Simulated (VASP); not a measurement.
# Ir (Fm-3m) in VASP: notebook, part 2 of 2

VASP 6.6.1. The steps go on from the part before.

## (3) Single point, BLYP, collinear spin, ferromagnetic start

The input, INCAR:

```
SYSTEM = Ir
AGGAC = 1.0
AGGAX = 1.0
ALDAC = 0.0
ALDAX = 1.0
ALGO = Normal
EDIFF = 1E-7
ENCUT = 520
GGA = B5
ISIF = 2
ISMEAR = -1
ISPIN = 2
LASPH = .True.
LCHARG = .False.
LMAXMIX = 4
LORBIT = 11
LREAL = .False.
LWAVE = .False.
MAGMOM = 1
NBANDS = 14
NELM = 150
PREC = Accurate
SIGMA = 0.05
```

The input, KPOINTS:

```
k-points
0
Gamma
  14 14 14
  0 0 0
```

The input, POSCAR:

```
Ir
1.0
    0.0000000000      1.9683987098      1.9683987098
    1.9683987098      0.0000000000      1.9683987098
    1.9683987098      1.9683987098      0.0000000000
Ir
1
Direct
    0.0000000000      0.0000000000      0.0000000000
```

Potentials or basis: VASP PAW PBE potentials, release 64 (Ir).

Started as:

```bash
cat potpaw_PBE.64/Ir/POTCAR > POTCAR
mpirun -np 1 vasp_std > vasp.out
```

OUTCAR:

```text
SYSTEM = Ir
   EDIFF = 1E-7
   ENCUT = 520
   GGA = B5
   ISIF = 2
   ISMEAR = -1
   ISPIN = 2
   LASPH = .True.
   LORBIT = 11
   LREAL = .False.
   NELM = 150
   PREC = Accurate

 ion  position               nearest neighbor table
   1  0.000  0.000  0.000-

  LATTYP: Found a face centered cubic cell.
 ALAT       =     3.9367974196

  Lattice vectors:

 A1 = (   0.0000000000,   1.9683987098,   1.9683987098)
 A2 = (   1.9683987098,   0.0000000000,   1.9683987098)
 A3 = (   1.9683987098,   1.9683987098,   0.0000000000)

Analysis of symmetry for initial positions (statically):
=====================================================================
 Subroutine PRICEL returns:
 Original cell was already a primitive cell.

 Routine SETGRP: Setting up the symmetry group for a
 face centered cubic supercell.

 Subroutine GETGRP returns: Found 48 space group operations
 (whereof 48 operations were pure point group operations)
 out of a pool of 48 trial point group operations.

The static configuration has the point symmetry O_h .

Analysis of symmetry for dynamics (positions and initial velocities):
=====================================================================
 Subroutine PRICEL returns:
 Original cell was already a primitive cell.

 Routine SETGRP: Setting up the symmetry group for a
 face centered cubic supercell.

 Subroutine GETGRP returns: Found 48 space group operations
 (whereof 48 operations were pure point group operations)
 out of a pool of 48 trial point group operations.

The dynamic configuration has the point symmetry O_h .

Analysis of structural, dynamic, and magnetic symmetry:
=====================================================================
 Subroutine PRICEL returns:
 Original cell was already a primitive cell.

 Routine SETGRP: Setting up the symmetry group for a
 face centered cubic supercell.

 Subroutine GETGRP returns: Found 48 space group operations
 (whereof 48 operations were pure point group operations)
 out of a pool of 48 trial point group operations.

The overall configuration has the point symmetry O_h .

 Subroutine INISYM returns: Found 48 space group operations
 (whereof 48 operations are pure point group operations),
 and found     1 'primitive' translations

----------------------------------------------------------------------------------------

                                     Primitive cell

  volume of cell :      15.2535

  direct lattice vectors                    reciprocal lattice vectors
     0.000000000  1.968398710  1.968398710    -0.254013578  0.254013578  0.254013578
     1.968398710  0.000000000  1.968398710     0.254013578 -0.254013578  0.254013578
     1.968398710  1.968398710  0.000000000     0.254013578  0.254013578 -0.254013578

  length of vectors
     2.783736152  2.783736152  2.783736152     0.439964424  0.439964424  0.439964424

  position of ions in fractional coordinates (direct lattice)
     0.000000000  0.000000000  0.000000000

  ion indices of the primitive-cell ions
   primitive index   ion index
                 1           1

----------------------------------------------------------------------------------------

 KPOINTS: k-points

Automatic generation of k-mesh.
 Grid dimensions read from file:
 generate k-points for:   14   14   14

 Generating k-lattice:

  Cartesian coordinates                     Fractional coordinates (reciprocal lattice)
[... 65 lines left out ...]
   NFREE  =      0    steps in history (QN), initial steepest desc. (CG)
   ISIF   =      2    stress and relaxation
   ISYM   =      2    0-nonsym 1-usesym 2-fastsym
   POTIM  = 0.5000    time-step for ionic-motion
   TEBEG  =    0.0;   TEEND  =   0.0 temperature during run
   PSTRESS=    0.0 pullay stress
   NELECT =       9.0000    total number of electrons
   NUPDOWN=      -1.0000    fix difference up-down
   EMIN   =  10.00;   EMAX   =-10.00  energy-range for DOS
   EFERMI =   0.00;   METHOD = LEGACY
   ISMEAR =    -1;   SIGMA  =   0.05  broadening in eV -4-tet -1-fermi 0-gaus
   EFERMI_NEDOS =   21; number of points for ismear=-14 and -15
   IALGO  =     38    algorithm
   IMIX   =      4    mixing-type and parameters
     AMIX     =   0.40;   BMIX     =  1.00
     AMIX_MAG =   1.60;   BMIX_MAG =  1.00
  volume/ion in A,a.u.               =      15.25       102.94
  Fermi-wavevector in a.u.,A,eV,Ry     =   1.373091  2.594765 25.652130  1.885378
  Thomas-Fermi vector in A             =   2.498639
   LORBIT       =     11    0 simple, 1 ext, 2 COOP (PROOUT), +10 PAW based schemes
   GGA     = B5    functional components
   LHFCALC =     F    Hartree Fock is set to
   AEXX    =    0.0000 exact exchange contribution
   IVDW    =     0    specifies the selected vdW correction
   LEPSILON=     F    determine dielectric tensor
   LRPA    =     F    only Hartree local field effects (RPA)
 spin polarized calculation
  energy-cutoff  :      520.00
  volume of cell :       15.25
 maximum number of plane-waves:       424
 NGX is ok and might be reduce to    24
   NGX = 11   NGY = 11   NGZ = 11

 number of electron       9.0000000 magnetization       0.0001267

 number of electron       9.0000000 magnetization      -0.0000084

 Free energy of the ion-electron system (eV)
  ---------------------------------------------------
  ext. energy  EPLUGINS =         0.00000000
  ---------------------------------------------------
  free energy    TOTEN  =        -7.44174664 eV

  energy without entropy =       -7.42973682  energy(sigma->0) =       -7.43574173

 E-fermi :   9.6411     XC(G=0): -12.8405

 val. band max:        9.6406675723   @ k =  -0.2143   0.3571   0.1429
 cond. band min:       9.6777396732   @ k =   0.2857   0.2857   0.0000
 fundamental gap:      0.0370721009
 Fermi energy:         9.6410518721

 spin component 1

 k-point     1 :       0.0000    0.0000    0.0000
  band No.  band energies     occupation
      1      -0.4100      1.00000
      2       6.2488      1.00000
      3       6.2488      1.00000
      4       6.2488      1.00000
      5       8.6209      1.00000
      6       8.6209      1.00000
      7      24.5028      0.00000
      8      29.5124      0.00000
      9      29.5124      0.00000
     10      29.5124      0.00000
     11      34.6015      0.00000
     12      41.5858      0.00000
     13      41.5861      0.00000
     14      41.5873      0.00000
[... 379 lines left out ...]
      3       6.6102      1.00000
      4       7.2543      1.00000
      5       8.4657      1.00000
      6       9.4720      0.96713
      7      24.3569      0.00000
      8      27.4397      0.00000
      9      28.9770      0.00000
     10      30.3273      0.00000
     11      34.2913      0.00000
     12      35.9731      0.00000
     13      37.3032      0.00000
     14      41.4042      0.00000

 [... further k-points ...]

 spin component 2

 k-point     1 :       0.0000    0.0000    0.0000
  band No.  band energies     occupation
      1      -0.4100      1.00000
      2       6.2488      1.00000
      3       6.2488      1.00000
      4       6.2488      1.00000
      5       8.6209      1.00000
      6       8.6209      1.00000
      7      24.5028      0.00000
      8      29.5124      0.00000
      9      29.5124      0.00000
     10      29.5124      0.00000
     11      34.6016      0.00000
     12      41.5858      0.00000
     13      41.5858      0.00000
     14      41.5859      0.00000
[... 379 lines left out ...]
      3       6.6102      1.00000
      4       7.2543      1.00000
      5       8.4657      1.00000
      6       9.4720      0.96713
      7      24.3569      0.00000
      8      27.4397      0.00000
      9      28.9771      0.00000
     10      30.3273      0.00000
     11      34.2913      0.00000
     12      35.9731      0.00000
     13      37.3032      0.00000
     14      41.4042      0.00000

 [... further k-points ...]
[... 5 lines left out ...]
  --------------------------------------------------------------------------------------
  -------------------------------------------------------------------------------------
  Total        0.2249693      0.2249693      0.2249693     -0.0000000     -0.0000000      0.0000000
  in kB       23.6300518     23.6300518     23.6300518     -0.0000000     -0.0000000      0.0000000
  external PRESSURE =      23.6300518 kB  Pullay stress =       0.0000000 kB

 VOLUME and BASIS-vectors are now :
 -----------------------------------------------------------------------------
  energy-cutoff  :      520.00
  volume of cell :       15.25
      direct lattice vectors                 reciprocal lattice vectors
     0.000000000  1.968398710  1.968398710    -0.254013578  0.254013578  0.254013578
     1.968398710  0.000000000  1.968398710     0.254013578 -0.254013578  0.254013578
     1.968398710  1.968398710  0.000000000     0.254013578  0.254013578 -0.254013578

 POSITION                                       TOTAL-FORCE (eV/Angst)
 -----------------------------------------------------------------------------------
      0.00000      0.00000      0.00000         0.000000     -0.000000      0.000000
 -----------------------------------------------------------------------------------
    total drift:                               -0.000000      0.000000     -0.000000

  FREE ENERGIE OF THE ION-ELECTRON SYSTEM (eV)
  ---------------------------------------------------
  free  energy   TOTEN  =        -7.4417466352 eV

  energy  without entropy=       -7.4297368219  energy(sigma->0) =       -7.43574173

 total charge

# of ion       s       p       d       tot
------------------------------------------
    1        0.634   0.616   6.973   8.223

 magnetization (x)

# of ion       s       p       d       tot
------------------------------------------
    1       -0.000   0.000   0.000   0.000
```

OSZICAR:

```text
N       E                     dE             d eps       ncg     rms          rms(c)
DAV:   1     0.528682730688E+02    0.52868E+02   -0.43721E+03  5832   0.622E+02
DAV:   2    -0.663428426058E+01   -0.59503E+02   -0.55071E+02  6592   0.165E+02
DAV:   3    -0.788009677125E+01   -0.12458E+01   -0.12393E+01  7774   0.260E+01
DAV:   4    -0.789000435802E+01   -0.99076E-02   -0.99052E-02  7190   0.221E+00
DAV:   5    -0.789016943682E+01   -0.16508E-03   -0.16506E-03  7938   0.273E-01    0.128E+01
DAV:   6    -0.751174931189E+01    0.37842E+00   -0.74375E-01  8230   0.828E+00    0.476E+00
DAV:   7    -0.744635828104E+01    0.65391E-01   -0.19440E-01  8986   0.362E+00    0.203E+00
DAV:   8    -0.744427150772E+01    0.20868E-02   -0.33590E-03  7498   0.444E-01    0.940E-01
DAV:   9    -0.744181677365E+01    0.24547E-02   -0.11741E-03  8158   0.300E-01    0.231E-01
DAV:  10    -0.744174068013E+01    0.76094E-04   -0.24233E-04  7344   0.132E-01    0.476E-02
DAV:  11    -0.744174434298E+01   -0.36629E-05   -0.42462E-06  8424   0.151E-02    0.137E-02
DAV:  12    -0.744174593008E+01   -0.15871E-05   -0.10003E-06  7368   0.819E-03    0.770E-03
DAV:  13    -0.744174670498E+01   -0.77491E-06   -0.77379E-07  7744   0.733E-03    0.133E-03
DAV:  14    -0.744174663524E+01    0.69747E-07   -0.14252E-08  5672   0.118E-03
   1 F= -.74417466E+01 E0= -.74357417E+01  d E =-.120098E-01  mag=     0.0000
```

stdout:

```text
POSCAR found type information on POSCAR Ir
 POSCAR found :  1 types and       1 ions
 scaLAPACK will be used
 -----------------------------------------------------------------------------
|                                                                             |
|                                                                             |
|     You enforced a specific xc type in the INCAR file but a different       |
|     I HOPE YOU KNOW WHAT YOU ARE DOING!                                     |
|                                                                             |
 -----------------------------------------------------------------------------

 LDA part: xc-table for (Slater(with rela. corr.)+VWN5), standard interpolation
 POSCAR, INCAR and KPOINTS ok, starting setup
 FFT: planning ... GRIDC
 FFT: planning ... GRID_SOFT
 FFT: planning ... GRID
 WAVECAR not read
 entering main loop
```

It took 21 s on 1 thread of Intel Xeon 6975P-C (Granite Rapids), shared host; peak memory 0.17 GiB.

Results:

```yaml
Free_energy: -7.4417 eV
Pressure: 2.4 GPa
Net_moment: 0.00 μB per cell
Valence_electrons_inside_the_program's_atomic_spheres: Ir 8.22
```

Caveat: the PAW data sets were made with another functional, which shifts forces and pressure a little; spin-orbit coupling is left out, which moves the levels of the heavy elements.

## (4) Relaxation of cell and atoms, BLYP, collinear spin, ferromagnetic start

This run uses another cell than the first one, of 14.15 Å³/atom, 0.927 times its volume.

The input, INCAR:

```
SYSTEM = Ir
PREC = Accurate ; ENCUT = 600
EDIFF = 1E-6 ; ISMEAR = -1
SIGMA = 0.05 ; LREAL = .FALSE.
LASPH = .TRUE. ; NELM = 150
ALGO = Normal ; ISIF = 3
LWAVE = .FALSE. ; LCHARG = .FALSE.
ISPIN = 2 ; MAGMOM = 1
LORBIT = 11 ; LMAXMIX = 4
GGA = B5 ; ALDAX = 1.0
AGGAX = 1.0 ; AGGAC = 1.0
ALDAC = 0.0 ; IBRION = 2
NSW = 80 ; EDIFFG = -0.01
```

The input, KPOINTS:

```
Automatic mesh
0
G
  14 14 14
  0 0 0
```

The input, POSCAR:

```
Ir
1.0
    0.0000000000      1.9197000000      1.9197000000
    1.9197000000      0.0000000000      1.9197000000
    1.9197000000      1.9197000000      0.0000000000
Ir
1
Direct
    0.0000000000      0.0000000000      0.0000000000
```

Started as:

```bash
cat potpaw_PBE.64/Ir/POTCAR > POTCAR
mpirun -np 1 vasp_std > vasp.out
```

It took 49 s on 1 thread of Intel Xeon 6975P-C (Granite Rapids), shared host; peak memory 0.18 GiB.

The run converged. Its results:

```yaml
Free_energy: -7.4425 eV
Relaxed_volume: 15.38 Å³/atom
Relaxed_cell: a = 2.791 Å, b = 2.791 Å, c = 2.791 Å, α = 60.00°, β = 60.00°, γ = 60.00°
Space_group_after_relaxing_to_0.05_Å: Fm-3m (No. 225)
Energy_gained_by_relaxing: 105.8 meV/atom
Ionic_steps: 5
Pressure_after_relaxing: 0.0 GPa
Net_moment: 0.00 μB per cell
Valence_electrons_inside_the_program's_atomic_spheres: Ir 8.20
```

Step by step:
```tsv
step	energy change (eV)	largest force (eV/Å)	pressure (GPa)	volume (Å³)
1	0.0000	0.0000	30.08	14.15
2	0.6903	0.0000	-38.17	20.32
3	-0.1042	0.0000	-3.06	15.55
4	-0.1058	0.0000	-0.49	15.40
5	-0.1058	0.0000	0.01	15.38
```

Final structure:
```
Ir
1.0
     0.00000    1.97369    1.97369
     1.97369    0.00000    1.97369
     1.97369    1.97369    0.00000
Ir
1
Cartesian
  0.0000 0.0000 0.0000
```

Levels at points of the mesh, in eV from the Fermi level:
Spin up:
```
           k point  band 1  band 2  band 3  band 4  band 5  band 6  band 7  band 8  band 9
(0.00, 0.00, 0.00)   -9.97   -3.35   -3.35   -3.35   -1.01   -1.01   14.87   19.83   19.83
(0.50, 0.00, 0.00)   -7.10   -3.43   -3.43   -0.14    0.83    0.83    6.57   14.43   19.25
(0.50, 0.50, 0.00)   -6.84   -6.36    0.79    1.34    1.34    2.08    9.53   11.58   11.58
```
Spin down:
```csv
k point,band 1,band 2,band 3,band 4,band 5,band 6,band 7,band 8
"(0.00, 0.00, 0.00)",-9.97,-3.35,-3.35,-3.35,-1.01,-1.01,14.87,19.83
"(0.50, 0.00, 0.00)",-7.10,-3.43,-3.43,-0.14,0.83,0.83,6.57,14.43
"(0.50, 0.50, 0.00)",-6.84,-6.36,0.79,1.34,1.34,2.08,9.53,11.58
```

Caveat: the PAW data sets were made with another functional, which shifts forces and pressure a little; spin-orbit coupling is left out, which moves the levels of the heavy elements. Zero-point motion and thermal expansion aren't in these numbers.

## (5) Single point, BLYP, collinear spin, ferromagnetic start (volume scaled by 0.88)

The input, INCAR:

```
AGGAC = 1.0 ; AGGAX = 1.0
ALDAC = 0.0 ; ALDAX = 1.0
ALGO = Normal ; EDIFF = 1E-6
ENCUT = 520 ; GGA = B5
ISIF = 2 ; ISMEAR = -1
ISPIN = 2 ; LASPH = T
LCHARG = T ; LELF = T
LMAXMIX = 4 ; LORBIT = 11
LREAL = F ; LVHAR = T
LWAVE = F ; MAGMOM = 1
NBANDS = 14 ; NELM = 150
PREC = Accurate ; SIGMA = 0.05
```

The input, KPOINTS:

```
k-points
0
Gamma
  22 22 22
```

The input, POSCAR:

```
Ir
1.0
    0.0000000000      1.8862849329      1.8862849329
    1.8862849329      0.0000000000      1.8862849329
    1.8862849329      1.8862849329      0.0000000000
Ir
1
Direct
    0.0000000000      0.0000000000      0.0000000000
```

Started as:

```bash
cat potpaw_PBE.64/Ir/POTCAR > POTCAR
mpirun -np 1 vasp_std > vasp.out
```

Wall time 49 s (1 thread of Intel Xeon 6975P-C (Granite Rapids), shared host); peak memory 0.2 GiB.

The run converged. Its results:

```yaml
Free_energy: -7.1501 eV
Pressure: 56.0 GPa
Net_moment: 0.00 μB per cell
Valence_electrons_inside_the_program's_atomic_spheres: Ir 8.65
```

Levels at points of the mesh, in eV from the Fermi level:
Spin up:
```csv
k point,band 1,band 2,band 3,band 4,band 5,band 6,band 7,band 8
"(0.00, 0.00, 0.00)",-11.46,-4.21,-4.21,-4.21,-1.30,-1.30,14.56,20.34
"(0.50, 0.00, 0.00)",-8.57,-4.32,-4.32,-0.53,1.00,1.00,7.91,14.14
"(0.50, 0.50, 0.00)",-8.44,-7.88,0.96,1.65,1.65,2.02,11.34,12.19
```
Spin down:
| k point | band 1 | band 2 | band 3 | band 4 | band 5 | band 6 | band 7 | band 8 | band 9 |
| --- | --- | --- | --- | --- | --- | --- | --- | --- | --- |
| (0.00, 0.00, 0.00) | -11.46 | -4.21 | -4.21 | -4.21 | -1.30 | -1.30 | 14.56 | 20.34 | 20.34 |
| (0.50, 0.00, 0.00) | -8.57 | -4.32 | -4.32 | -0.53 | 1.00 | 1.00 | 7.91 | 14.14 | 20.40 |
| (0.50, 0.50, 0.00) | -8.44 | -7.88 | 0.96 | 1.65 | 1.65 | 2.02 | 11.34 | 12.19 | 12.19 |

Caveat: the cell differs from its parent crystal (volume scaled by 0.88); the PAW data sets were made with another functional, which shifts forces and pressure a little; spin-orbit coupling is left out, which moves the levels of the heavy elements.

## (6) Overview

| task | potentials or basis | spin | cell | k mesh | cutoff (eV) | smearing | second run | gap on the mesh (eV) | pressure (GPa) | moment (μB) |
| --- | --- | --- | --- | --- | --- | --- | --- | --- | --- | --- |
| single point | VASP PAW PBE potentials, release 64 (Ir_sv_GW) | off | a = 2.784 Å, angles 60.0°, 1 atom | 22 × 22 × 22 | 500 | fermi-dirac 0.1 eV | valence_matched | none | -1.5 | - |
| single point | VASP PAW PBE potentials, release 64 (Ir) | collinear, ferromagnetic start | a = 2.784 Å, angles 60.0°, 1 atom | 14 × 14 × 14 | 520 | fermi-dirac 0.05 eV | - | none | 2.4 | 0.00 |
| relaxation of cell and atoms | VASP PAW PBE potentials, release 64 (Ir) | collinear, ferromagnetic start | relaxed from a = 2.715 Å, angles 60.0°, 1 atom | 14 × 14 × 14 | 600 | fermi-dirac 0.05 eV | - | none | 0.0 | 0.00 |
| single point | VASP PAW PBE potentials, release 64 (Ir) | collinear, ferromagnetic start | a = 2.668 Å, angles 60.0°, 1 atom | 22 × 22 × 22 | 520 | fermi-dirac 0.05 eV | - | none | 56.0 | 0.00 |

Alike in all rows: level BLYP.

Caveats: the PAW data sets were made with another functional, which shifts forces and pressure a little; spin-orbit coupling is left out, which moves the levels of the heavy elements.

Absolute energies hang on the potentials; compare differences alone.
